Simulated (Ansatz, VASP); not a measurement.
## Ir2Ru: VASP beside Ansatz

The input INCAR:

```
PREC = Accurate
ENCUT = 520
EDIFF = 1E-6
ISMEAR = 0
SIGMA = 0.1
LREAL = False
LASPH = True
NELM = 60
ALGO = Normal
ISIF = 2
LWAVE = False
LCHARG = False
GGA = PE
NBANDS = 41
```

Contents of KPOINTS:

```
regular mesh
0
Gamma
  6 6 2
```

POSCAR

```
Ir2Ru
1.0
    2.7420893000      0.0000000000      0.0000000000
   -1.3710447000      2.3747190000      0.0000000000
    0.0000000000      0.0000000000     13.1556345000
Ru Ir
2 4
Direct
    0.0000000000      0.0000000000      0.6651990000
    0.0000000000      0.0000000000      0.3348010000
    0.0000000000      0.0000000000      0.0000000000
    0.3333333000      0.6666667000      0.8290960000
    0.3333333000      0.6666667000      0.1709040000
    0.3333333000      0.6666667000      0.5000000000
```

Input for Ansatz:

```yaml
crystal:
  lattice:
    - [2.7420893, 0.0, 0.0]
    - [-1.3710447, 2.374719, 0.0]
    - [0.0, 0.0, 13.1556345]
  atoms:
    - { symbol: Ru, position: [0.0, 0.0, 0.665199] }
    - { symbol: Ru, position: [0.0, 0.0, 0.334801] }
    - { symbol: Ir, position: [0.0, 0.0, 0.0] }
    - { symbol: Ir, position: [0.3333333, 0.6666667, 0.829096] }
    - { symbol: Ir, position: [0.3333333, 0.6666667, 0.170904] }
    - { symbol: Ir, position: [0.3333333, 0.6666667, 0.5] }
basis:
  ecutwfc: 420
kpoints:
  mp_grid: { grid: [6, 6, 2] }
hamiltonian:
  xc: pbe
scf:
  occupations: { method: gaussian, width: 0.1 }
  lower_state_search: "off"
output:
  forces: true
  stress: true
  eigenvalues: true
```

Alike in both runs: task single point; functional PBE; k mesh 6 × 6 × 2; occupations gaussian, width 0.1 eV; no spin polarisation.

```csv
,VASP,Ansatz
version,VASP 6.6.1,Ansatz 0.2.0
potentials or method,"VASP PAW PBE potentials, release 64 (Ru_pv, Ir), cutoff 520 eV","scalar-relativistic, plane waves, PAW"
valence electrons in the cell,64,100
```

VASP gave:

- gap on the k mesh at the Fermi level (eV): none
- pressure (GPa): 1.2
- traceless stress, the component that is largest in VASP (GPa): -4.37
- rms of the force components (eV/Å): 0.008

Question: Estimate Ansatz's values.

Answer: gap on the k mesh at the Fermi level (eV): none; pressure (GPa): 0.9; traceless stress, the component that is largest in VASP (GPa): -4.39; rms of the force components (eV/Å): 0.015.

Atom by atom the forces differ by 0.008 eV/Å (rms over components). A gap of «none» marks a metal or a gap that the smearing closes. With one functional, cell and mesh, what is left measures potentials, basis and numerics. VASP's potentials hold 64 valence electrons a cell and Ansatz's 100, so a difference there can come from the potentials and not from the codes.

The k mesh is coarse, so the values compare programs but aren't converged. Spin-orbit coupling is off throughout.
